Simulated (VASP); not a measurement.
A run of VASP 6.6.1 is set up as follows.

INCAR

```
SYSTEM = AgB2
PREC = Accurate ; ENCUT = 520
EDIFF = 1E-6 ; ISMEAR = 0
SIGMA = 0.05 ; LREAL = .False.
LASPH = .True. ; NELM = 60
ALGO = Normal ; ISIF = 2
LWAVE = .False. ; LCHARG = .True.
GGA = PE ; LELF = .True.
LVHAR = .True. ; NBANDS = 16
```

Contents of KPOINTS:

```
regular mesh
0
Gamma
  10 10 8
  0 0 0
```

File POSCAR:

```
AgB2
1.0
    2.8442575057      0.0000000000      0.0000000000
   -1.4221287528      2.4631992548      0.0000000000
    0.0000000000      0.0000000000      3.6045386006
Ag B
1 2
Direct
    0.0000000000      0.0000000000      0.0000000000
    0.3333333333      0.6666666667      0.5000000000
    0.6666666667      0.3333333333      0.5000000000
```

Potentials or basis: VASP PAW PBE potentials, release 64 (Ag, B).

Run with:

```bash
$ cat potpaw_PBE.64/Ag/POTCAR potpaw_PBE.64/B/POTCAR > POTCAR
$ mpirun -np 1 vasp_std > vasp.out
```

(1) What does it give for the pressure?

Answers

(1) 58.5 GPa.
